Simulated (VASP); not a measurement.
# AlRu (CsCl type) (Pm-3m) in VASP: further runs

AlRu (CsCl type) is run at these levels: PBE; tasks: density of states.

Program: VASP 6.6.1. These are calculated values, not measurements. Logs are shortened: lines on timing, memory, paths and dates and some standing lists are left out, and cuts for length are marked.

## (1) The cell of the first run

The structure is cubic, space group Pm-3m (No. 221). Conventional cell: a = 3.004 Å, b = 3.004 Å, c = 3.004 Å, α = 90.00°, β = 90.00°, γ = 90.00°. Ru (site symmetry m-3m) has 8 Al at 2.60 Å and 6 Ru at 3.00 Å within 3.4 Å. Within 3.4 Å of Al (site symmetry m-3m) lie 8 Ru at 2.60 Å and 6 Al at 3.00 Å.

## (2) Density of states, PBE

Contents of POSCAR:

```
AlRu
1.0
    3.0044951660      0.0000000000      0.0000000000
    0.0000000000      3.0044951660      0.0000000000
    0.0000000000      0.0000000000      3.0044951660
Ru Al
1 1
Direct
    0.0000000000      0.0000000000      0.0000000000
    0.5000000000      0.5000000000      0.5000000000
```

Contents of INCAR.step1:

```
SYSTEM = AlRu
PREC     = Accurate       ! precision mode
ENCUT    = 520            ! plane-wave cutoff, eV
EDIFF    = 1E-7           ! SCF threshold, eV
ISMEAR   = -1             ! smearing method
SIGMA    = 0.1            ! smearing width, eV
LREAL    = .False.        ! projectors in reciprocal space
LASPH    = .True.         ! aspherical terms in the spheres
NELM     = 100            ! most SCF steps
ALGO     = Normal         ! electronic algorithm
ISIF     = 2              ! what is computed and relaxed
LWAVE    = .False.        ! write WAVECAR
LCHARG   = .True.         ! write CHGCAR
LMAXMIX  = 4              ! l up to which the mixer works
GGA      = PE             ! functional
NBANDS   = 16             ! bands
```

Contents of KPOINTS.step1:

```
Automatic mesh
0
Gamma
  13 13 13
  0 0 0
```

Contents of INCAR.step2:

```
SYSTEM = AlRu
PREC     = Accurate       ! precision mode
ENCUT    = 520            ! plane-wave cutoff, eV
EDIFF    = 1E-7           ! SCF threshold, eV
ISMEAR   = -5             ! smearing method
SIGMA    = 0.1            ! smearing width, eV
LREAL    = .False.        ! projectors in reciprocal space
LASPH    = .True.         ! aspherical terms in the spheres
NELM     = 100            ! most SCF steps
ALGO     = Normal         ! electronic algorithm
ISIF     = 2              ! what is computed and relaxed
LWAVE    = .False.        ! write WAVECAR
LCHARG   = .False.        ! write CHGCAR
LMAXMIX  = 4              ! l up to which the mixer works
GGA      = PE             ! functional
LORBIT   = 11             ! projections on sites
NBANDS   = 16             ! bands
NEDOS    = 1001           ! points of the DOS
ICHARG   = 11             ! starting density
```

Contents of KPOINTS.step2:

```
Automatic mesh
0
Gamma
  20 20 20
  0 0 0
```

Potentials or basis: VASP PAW PBE potentials, release 64 (Ru_pv, Al).

Command:

```sh
$ cat potpaw_PBE.64/Ru_pv/POTCAR potpaw_PBE.64/Al/POTCAR > POTCAR
$ cp INCAR.step1 INCAR
$ cp KPOINTS.step1 KPOINTS
$ mpirun -np 1 vasp_std > vasp.out
$ cp INCAR.step2 INCAR
$ cp KPOINTS.step2 KPOINTS
$ mpirun -np 1 vasp_std > vasp.out
```

OUTCAR:

```text
SYSTEM = AlRu
   PREC = Accurate
   ENCUT = 520
   EDIFF = 1E-7
   ISMEAR = -5
   LREAL = .False.
   LASPH = .True.
   NELM = 100
   ISIF = 2
   GGA = PE
   LORBIT = 11
   ICHARG = 11

 ion  position               nearest neighbor table
   1  0.000  0.000  0.000-   2 2.60   2 2.60   2 2.60   2 2.60   2 2.60   2 2.60   2 2.60   2 2.60

   2  0.500  0.500  0.500-   1 2.60   1 2.60   1 2.60   1 2.60   1 2.60   1 2.60   1 2.60   1 2.60

  LATTYP: Found a simple cubic cell.
 ALAT       =     3.0044951660

  Lattice vectors:

 A1 = (   3.0044951660,   0.0000000000,   0.0000000000)
 A2 = (   0.0000000000,   3.0044951660,   0.0000000000)
 A3 = (   0.0000000000,   0.0000000000,   3.0044951660)

Analysis of symmetry for initial positions (statically):
=====================================================================
 Subroutine PRICEL returns:
 Original cell was already a primitive cell.

 Routine SETGRP: Setting up the symmetry group for a
 simple cubic supercell.

 Subroutine GETGRP returns: Found 48 space group operations
 (whereof 48 operations were pure point group operations)
 out of a pool of 48 trial point group operations.

The static configuration has the point symmetry O_h .

Analysis of symmetry for dynamics (positions and initial velocities):
=====================================================================
 Subroutine PRICEL returns:
 Original cell was already a primitive cell.

 Routine SETGRP: Setting up the symmetry group for a
 simple cubic supercell.

 Subroutine GETGRP returns: Found 48 space group operations
 (whereof 48 operations were pure point group operations)
 out of a pool of 48 trial point group operations.

The dynamic configuration has the point symmetry O_h .

 Subroutine INISYM returns: Found 48 space group operations
 (whereof 48 operations are pure point group operations),
 and found     1 'primitive' translations

----------------------------------------------------------------------------------------

                                     Primitive cell

  volume of cell :      27.1216

  direct lattice vectors                    reciprocal lattice vectors
     3.004495166  0.000000000  0.000000000     0.332834618  0.000000000  0.000000000
     0.000000000  3.004495166  0.000000000     0.000000000  0.332834618  0.000000000
     0.000000000  0.000000000  3.004495166     0.000000000  0.000000000  0.332834618

  length of vectors
     3.004495166  3.004495166  3.004495166     0.332834618  0.332834618  0.332834618

  position of ions in fractional coordinates (direct lattice)
     0.000000000  0.000000000  0.000000000
     0.500000000  0.500000000  0.500000000

  ion indices of the primitive-cell ions
   primitive index   ion index
                 1           1
                 2           2

----------------------------------------------------------------------------------------

 KPOINTS: Automatic mesh

Automatic generation of k-mesh.
 Grid dimensions read from file:
 generate k-points for:   20   20   20

 Generating k-lattice:

  Cartesian coordinates                     Fractional coordinates (reciprocal lattice)
     0.016641731  0.000000000  0.000000000     0.050000000  0.000000000  0.000000000
     0.000000000  0.016641731  0.000000000     0.000000000  0.050000000  0.000000000
     0.000000000  0.000000000  0.016641731     0.000000000  0.000000000  0.050000000

  Length of vectors
     0.016641731  0.016641731  0.016641731

  Shift w.r.t. Gamma in fractional coordinates (k-lattice)
     0.000000000  0.000000000  0.000000000

 TETIRR: Found   3982 inequivalent tetrahedra from    48000

 Subroutine IBZKPT returns following result:
 ===========================================

 Found    286 irreducible k-points:

 Following reciprocal coordinates:
            Coordinates               Weight
  0.000000  0.000000  0.000000      1.000000
  0.050000  0.000000  0.000000      6.000000
  0.100000  0.000000  0.000000      6.000000
  0.150000  0.000000  0.000000      6.000000
  0.200000  0.000000  0.000000      6.000000
  0.250000  0.000000  0.000000      6.000000
[... 16 lines left out ...]
  0.150000  0.100000  0.000000     24.000000
  0.200000  0.100000  0.000000     24.000000
 [... further k-points ...]
   k-points           NKPTS =    286   k-points in BZ     NKDIM =    286   number of bands    NBANDS=     16
   number of dos      NEDOS =   1001   number of ions     NIONS =      2
   total plane-waves  NPLWV =  13824
   dimension x,y,z NGX =    24 NGY =   24 NGZ =   24
   dimension x,y,z NGXF=    48 NGYF=   48 NGZF=   48
   ions per type =               1   1
   NGX,Y,Z   is equivalent  to a cutoff of  13.28, 13.28, 13.28 a.u.
   NGXF,Y,Z  is equivalent  to a cutoff of  26.56, 26.56, 26.56 a.u.
 SYSTEM =  AlRu
   PREC   = accura    normal or accurate (medium, high low for compatibility)
   ISTART =      0    job   : 0-new  1-cont  2-samecut
   ICHARG =     11    charge: 1-file 2-atom 10-const
   ISPIN  =      1    spin polarized calculation?
   LNONCOLLINEAR =      F non collinear calculations
   LSORBIT =      F    spin-orbit coupling
   LASPH  =      T    aspherical Exc in radial PAW
   ENCUT  =  520.0 eV  38.22 Ry    6.18 a.u.   5.59  5.59  5.59*2*pi/ulx,y,z
   NELM   =    100;   NELMIN=  2; NELMDL=  0     # of ELM steps
   EDIFF  = 0.1E-06   stopping-criterion for ELM
   LREAL  =      F    real-space projection
   EDIFFG = 0.1E-05   stopping-criterion for IOM
   NSW    =      0    number of steps for IOM
   IBRION =     -1    ionic relax: 0-MD 1-quasi-New 2-CG
   NFREE  =      0    steps in history (QN), initial steepest desc. (CG)
   ISIF   =      2    stress and relaxation
   ISYM   =      2    0-nonsym 1-usesym 2-fastsym
   POTIM  = 0.5000    time-step for ionic-motion
   TEBEG  =    0.0;   TEEND  =   0.0 temperature during run
   PSTRESS=    0.0 pullay stress
   NELECT =      17.0000    total number of electrons
   NUPDOWN=      -1.0000    fix difference up-down
   EMIN   =  10.00;   EMAX   =-10.00  energy-range for DOS
   EFERMI =   0.00;   METHOD = LEGACY
   ISMEAR =    -5;   SIGMA  =   0.10  broadening in eV -4-tet -1-fermi 0-gaus
   EFERMI_NEDOS =   21; number of points for ismear=-14 and -15
   IALGO  =     38    algorithm
   IMIX   =      4    mixing-type and parameters
     AMIX     =   0.40;   BMIX     =  1.00
     AMIX_MAG =   1.60;   BMIX_MAG =  1.00
  volume/ion in A,a.u.               =      13.56        91.51
  Fermi-wavevector in a.u.,A,eV,Ry     =   1.401048  2.647596 26.707352  1.962935
  Thomas-Fermi vector in A             =   2.523948
   LORBIT       =     11    0 simple, 1 ext, 2 COOP (PROOUT), +10 PAW based schemes
   GGA     = PE    functional components
   LHFCALC =     F    Hartree Fock is set to
   AEXX    =    0.0000 exact exchange contribution
   IVDW    =     0    specifies the selected vdW correction
   LEPSILON=     F    determine dielectric tensor
   LRPA    =     F    only Hartree local field effects (RPA)
 non-spin polarized calculation
 Fermi weights with tetrahedron method with Bloechl corrections
  energy-cutoff  :      520.00
  volume of cell :       27.12
 maximum number of plane-waves:       743
 NGX is ok and might be reduce to    24

 number of electron      16.9999996 magnetization

 Free energy of the ion-electron system (eV)
  ---------------------------------------------------
  ext. energy  EPLUGINS =         0.00000000
  ---------------------------------------------------
  free energy    TOTEN  =       -14.25844868 eV

  energy without entropy =      -14.25844868  energy(sigma->0) =      -14.25844868

 E-fermi :  10.5262     XC(G=0): -12.4997

 val. band max:       10.6056403508   @ k =   0.4000   0.4000   0.2000
 cond. band min:      10.5264171538   @ k =   0.4000   0.3500   0.3500
 fundamental gap:     -0.0792231971
 Fermi energy:        10.5261906675

 k-point     1 :       0.0000    0.0000    0.0000
  band No.  band energies     occupation
      1     -31.2228      2.00000
      2     -31.2228      2.00000
      3     -31.2228      2.00000
      4       0.9366      2.00000
      5       7.0411      2.00000
      6       7.0411      2.00000
[... 8 lines left out ...]
     15      22.6699      0.00000
     16      25.3996      0.00000

 k-point     2 :       0.0500    0.0000    0.0000
  band No.  band energies     occupation
      1     -31.2277      2.00000
      2     -31.2224      2.00000
      3     -31.2224      2.00000
      4       0.9842      2.00000
      5       7.0578      2.00000
      6       7.0578      2.00000
[... 8 lines left out ...]
     15      22.6701      0.00000
     16      25.5492      0.00000

 k-point     3 :       0.1000    0.0000    0.0000
  band No.  band energies     occupation
      1     -31.2420      2.00000
      2     -31.2212      2.00000
      3     -31.2212      2.00000
      4       1.1261      2.00000
      5       7.1014      2.00000
      6       7.1069      2.00000
[... 8 lines left out ...]
     15      22.6706      0.00000
     16      26.0173      0.00000

 k-point     4 :       0.1500    0.0000    0.0000
  band No.  band energies     occupation
      1     -31.2642      2.00000
      2     -31.2193      2.00000
      3     -31.2193      2.00000
      4       1.3590      2.00000
      5       7.1514      2.00000
      6       7.1852      2.00000
[... 8 lines left out ...]
     15      22.6741      0.00000
     16      26.8241      0.00000
[... 324 lines left out ...]
 k-point    22 :       0.1000    0.1000    0.0000
  band No.  band energies     occupation
      1     -31.2411      2.00000
      2     -31.2395      2.00000
      3     -31.2195      2.00000
      4       1.3127      2.00000
      5       7.1633      2.00000
      6       7.1775      2.00000
[... 8 lines left out ...]
     15      22.6706      0.00000
     16      26.5186      0.00000

 k-point    23 :       0.1500    0.1000    0.0000
  band No.  band energies     occupation
      1     -31.2625      2.00000
      2     -31.2383      2.00000
      3     -31.2176      2.00000
      4       1.5419      2.00000
      5       7.2190      2.00000
      6       7.2568      2.00000
[... 8 lines left out ...]
     15      22.9322      0.00000
     16      27.1697      0.00000

 k-point    24 :       0.2000    0.1000    0.0000
  band No.  band energies     occupation
      1     -31.2903      2.00000
      2     -31.2359      2.00000
      3     -31.2153      2.00000
      4       1.8554      2.00000
      5       7.2462      2.00000
      6       7.3575      2.00000
[... 8 lines left out ...]
     15      23.4437      0.00000
     16      27.0084      0.00000

 [... further k-points ...]
[... 5 lines left out ...]
  --------------------------------------------------------------------------------------
  -------------------------------------------------------------------------------------
  Total       -0.1374827     -0.1374827     -0.1374827     -0.0000000     -0.0000000      0.0000000
  in kB       -8.1216493     -8.1216493     -8.1216493     -0.0000000     -0.0000000      0.0000000
  external PRESSURE =      -8.1216493 kB  Pullay stress =       0.0000000 kB

 VOLUME and BASIS-vectors are now :
 -----------------------------------------------------------------------------
  energy-cutoff  :      520.00
  volume of cell :       27.12
      direct lattice vectors                 reciprocal lattice vectors
     3.004495166  0.000000000  0.000000000     0.332834618  0.000000000  0.000000000
     0.000000000  3.004495166  0.000000000     0.000000000  0.332834618  0.000000000
     0.000000000  0.000000000  3.004495166     0.000000000  0.000000000  0.332834618

 POSITION                                       TOTAL-FORCE (eV/Angst)
 -----------------------------------------------------------------------------------
      0.00000      0.00000      0.00000         0.000000      0.000000      0.000000
      1.50225      1.50225      1.50225         0.000000      0.000000      0.000000
 -----------------------------------------------------------------------------------
    total drift:                               -0.000000      0.000000      0.000000

  FREE ENERGIE OF THE ION-ELECTRON SYSTEM (eV)
  ---------------------------------------------------
  free  energy   TOTEN  =       -14.2584486775 eV

  energy  without entropy=      -14.2584486775  energy(sigma->0) =      -14.25844868

 total charge

# of ion       s       p       d       tot
------------------------------------------
    1        0.332   6.237   6.192  12.762
    2        0.389   0.413   0.000   0.802
--------------------------------------------------
tot          0.722   6.650   6.192  13.564
```

Run time: 69 s. Hardware: 1 thread of AMD EPYC 7R13 (Zen 3), shared host; peak memory 0.2 GiB.

What came out:

```
Valence electrons inside the program's atomic spheres : Ru 12.76; Al 0.80
```

Caveat: tetrahedron occupations give inexact forces and stress in metals.

[end of part 1 of 2]
